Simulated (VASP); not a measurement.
A run of VASP 6.6.1 is set up as follows.

Contents of INCAR:

```
PREC = Accurate ; ENCUT = 600
EDIFF = 1E-6 ; ISMEAR = -1
SIGMA = 0.02 ; LREAL = False
LASPH = True ; NELM = 120
ALGO = Normal ; ISIF = 2
LWAVE = False ; LCHARG = True
GGA = PE ; LELF = True
LVHAR = True ; NBANDS = 11
GGA_COMPAT = False
```

File KPOINTS:

```
regular mesh
0
Gamma
  8 8 8
```

Contents of POSCAR:

```
MgSe
1.0
    0.0000000000      2.7362693763      2.7362693763
    2.6952253357      0.0000000000      2.7362693763
    2.6952253357      2.7362693763      0.0000000000
Mg Se
1 1
Direct
    0.0000000000      0.0000000000      0.0000000000
    0.5000000000      0.5000000000      0.5000000000
```

Potentials or basis: VASP PAW PBE potentials, release 64 (Mg, Se).

Launch:

```sh
$ cat potpaw_PBE.64/Mg/POTCAR potpaw_PBE.64/Se/POTCAR > POTCAR
$ mpirun -np 1 vasp_std > vasp.out
```

**Question.** What does it give for the band gap on the k mesh?

**Answer.** 1.74 eV (least direct gap 2.59 eV).

**Question.** Estimate the pressure.

**Answer.** 2.2 GPa.

Stress tensor (GPa, compression positive):
```
3.16 0.00 0.00
0.00 1.67 0.00
0.00 0.00 1.67
```

Caveat: the cell differs from its parent crystal (uniaxial x strain -1.5%). A k mesh can miss the band edges.
